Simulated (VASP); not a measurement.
Input of a VASP 6.6.1 run:

File INCAR:

```
SYSTEM = Ru
  PREC = Accurate
  ENCUT = 520
  EDIFF = 1E-7
  ISMEAR = -1
  SIGMA = 0.05
  LREAL = .FALSE.
  LASPH = .TRUE.
  NELM = 80
  ALGO = Normal
  ISIF = 2
  LWAVE = .FALSE.
  LCHARG = .FALSE.
  GGA = PE
  NBANDS = 21
```

The input KPOINTS:

```
Automatic mesh
0
G
  12 12 7
  0 0 0
```

The input POSCAR:

```
Ru
1.0
    2.8099701082      0.0000000000      0.0000000000
   -1.4049850541      2.4335059778      0.0000000000
    0.0000000000      0.0000000000      4.4467480989
Ru
2
Direct
    0.3333333333      0.6666666667      0.2500000000
    0.6666666667      0.3333333333      0.7500000000
```

Potentials or basis: VASP PAW PBE potentials, release 64 (Ru_pv).

Command:

```bash
$ cat potpaw_PBE.64/Ru_pv/POTCAR > POTCAR
$ mpirun -np 1 vasp_std > vasp.out
```

Question: What does it give for the band gap on the k mesh?

Answer: Zero (band 14 reaches 12.04 eV, above the bottom of band 15 at 9.57 eV).

Question: Predict the pressure.

Answer: -24.5 GPa.

Stress tensor (GPa, compression positive):
```
-23.95   0.00   0.00
  0.00 -23.95   0.00
  0.00   0.00 -25.54
```
